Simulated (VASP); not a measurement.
Write the native input for VASP 6.6.1 that does the following.

```
Task                   : single point
Functional             : r2SCAN
Dispersion             : D4
Potentials or basis    : VASP PAW PBE potentials, release 64 (B, N)
Cutoff                 : 520 eV
k mesh                 : 10 × 10 × 10
Occupations            : gaussian, width 0.01 eV
Spin                   : no spin polarisation
Dipole correction      : no
Further INCAR settings : ALGO = Normal; EDIFF = 1e-06; NBANDS = 11
```

BN:

```xyz
2
Lattice="1.2256 0.7076 3.3041 -1.2256 0.7076 3.3041 0.0000 -1.4152 3.3041" Properties=species:S:1:pos:R:3 pbc="T T T"
B     0.0000    0.0000    9.9090
N     0.0000    0.0000    3.2984
```

These files were run (other wordings do the same):

POSCAR

```
BN
1.0
    1.2255817315      0.7075893318      3.3040792920
   -1.2255817315      0.7075893318      3.3040792920
    0.0000000000     -1.4151796433      3.3040792920
B N
1 1
Direct
    0.9996710000      0.9996710000      0.9996710000
    0.3327620000      0.3327620000      0.3327620000
```

INCAR.step1

```
PREC     = Accurate       # precision mode
ENCUT    = 520            # plane-wave cutoff, eV
ISMEAR   = 0              # smearing method
SIGMA    = 0.01           # smearing width, eV
LREAL    = False          # projectors in reciprocal space
LASPH    = True           # aspherical terms in the spheres
NELM     = 80             # most SCF steps
NBANDS   = 11             # bands
GGA      = PE             # functional
ALGO     = Normal         # electronic algorithm
EDIFF    = 1E-4           # SCF threshold, eV
LWAVE    = True           # write WAVECAR
LCHARG   = False          # write CHGCAR
```

INCAR.step2

```
PREC     = Accurate       # precision mode
ENCUT    = 520            # plane-wave cutoff, eV
EDIFF    = 1E-6           # SCF threshold, eV
ISMEAR   = 0              # smearing method
SIGMA    = 0.01           # smearing width, eV
LREAL    = False          # projectors in reciprocal space
LASPH    = True           # aspherical terms in the spheres
NELM     = 80             # most SCF steps
ALGO     = Normal         # electronic algorithm
ISIF     = 2              # what is computed and relaxed
LWAVE    = False          # write WAVECAR
LCHARG   = False          # write CHGCAR
METAGGA  = R2SCAN         # meta-GGA
LMIXTAU  = True         
IVDW     = 13             # dispersion correction
VDW_S6   = 1.0          
VDW_S8   = 0.6018749    
VDW_A1   = 0.51559235   
VDW_A2   = 5.77342911   
NBANDS   = 11             # bands
ISTART   = 1
```

KPOINTS

```
Automatic mesh
0
Gamma
  10 10 10
```

Potentials or basis: VASP PAW PBE potentials, release 64 (B, N).

The run is started by

```sh
$ cat potpaw_PBE.64/B/POTCAR potpaw_PBE.64/N/POTCAR > POTCAR
$ cp INCAR.step1 INCAR
$ mpirun -np 1 vasp_std > vasp.out
$ cp INCAR.step2 INCAR
$ mpirun -np 1 vasp_std > vasp.out
```

It gave:

- Pressure: 15.9 GPa
- Largest force: 0.004 eV/Å
- Band gap on the k mesh: 4.87 eV (least direct gap 5.78 eV)
- Dispersion energy per atom: -0.071 eV

Caveat: the cell stands under pressure; the PAW data sets were made with another functional, which shifts forces and pressure a little.

Wall time 3.4 min on 1 thread of Intel Xeon 8259CL, with other jobs on the host, peak memory 0.17 GiB.
